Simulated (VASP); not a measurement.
Write the native input for VASP 6.6.1 that does the following.

```yaml
Task: single point
Functional: r2SCAN
Potentials_or_basis: VASP PAW PBE potentials, release 64 (Mg_sv, O)
Cutoff: 920 eV
k_mesh: 10 × 10 × 10
Occupations: gaussian, width 0.01 eV
Spin: no spin polarisation
Dipole_correction: no
Further_INCAR_settings: ALGO = Normal; EDIFF = 1e-06; NBANDS = 15
```

MgO:

```
Mg O
1.0
     0.00000    2.03910    2.14409
     2.03910    0.00000    2.14409
     2.03910    2.03910    0.00000
Mg O
1 1
Direct
  0.00000 0.00000 0.00000
  0.50000 0.50000 0.50000
```

This cell differs from its parent crystal: epitaxial xy strain -3.0%.

One way to write it, as run:

POSCAR

```
MgO
1.0
    0.0000000000      2.0391023930      2.1440878316
    2.0391023930      0.0000000000      2.1440878316
    2.0391023930      2.0391023930      0.0000000000
Mg O
1 1
Direct
    0.0000000000      0.0000000000      0.0000000000
    0.5000000000      0.5000000000      0.5000000000
```

INCAR.step1

```
SYSTEM = MgO
PREC     = Accurate       ! precision mode
ENCUT    = 920            ! plane-wave cutoff, eV
ISMEAR   = 0              ! smearing method
SIGMA    = 0.01           ! smearing width, eV
LREAL    = .False.        ! projectors in reciprocal space
LASPH    = .True.         ! aspherical terms in the spheres
NELM     = 120            ! most SCF steps
NBANDS   = 15             ! bands
GGA      = PE             ! functional
ALGO     = Normal         ! electronic algorithm
EDIFF    = 1E-5           ! SCF threshold, eV
LWAVE    = .True.         ! write WAVECAR
LCHARG   = .False.        ! write CHGCAR
GGA_COMPAT= .False.
```

INCAR.step2

```
SYSTEM = MgO
PREC     = Accurate       ! precision mode
ENCUT    = 920            ! plane-wave cutoff, eV
EDIFF    = 1E-6           ! SCF threshold, eV
ISMEAR   = 0              ! smearing method
SIGMA    = 0.01           ! smearing width, eV
LREAL    = .False.        ! projectors in reciprocal space
LASPH    = .True.         ! aspherical terms in the spheres
NELM     = 120            ! most SCF steps
ALGO     = Normal         ! electronic algorithm
ISIF     = 2              ! what is computed and relaxed
LWAVE    = .False.        ! write WAVECAR
LCHARG   = .False.        ! write CHGCAR
METAGGA  = R2SCAN         ! meta-GGA
LMIXTAU  = .True.       
NBANDS   = 15             ! bands
ISTART   = 1            
GGA_COMPAT= .False.
```

KPOINTS

```
Automatic mesh
0
Gamma
  10 10 10
  0 0 0
```

Potentials or basis: VASP PAW PBE potentials, release 64 (Mg_sv, O).

The run is started by

```sh
$ cat potpaw_PBE.64/Mg_sv/POTCAR potpaw_PBE.64/O/POTCAR > POTCAR
$ cp INCAR.step1 INCAR
$ mpirun -np 1 vasp_std > vasp.out
$ cp INCAR.step2 INCAR
$ mpirun -np 1 vasp_std > vasp.out
```

Results of the run:

| Property | Result |
| --- | --- |
| Pressure | 9.0 GPa |
| Band gap on the k mesh | 6.05 eV |

Caveat: the cell differs from its parent crystal (epitaxial xy strain -3.0%); the stress differs along the axes, from 0 to 13 GPa; the PAW data sets were made with another functional, which shifts forces and pressure a little.

It took 4.3 min on 1 thread of Intel(R) Xeon(R) 6975P-C (Granite Rapids), with other jobs on the host, peak memory 0.21 GiB.
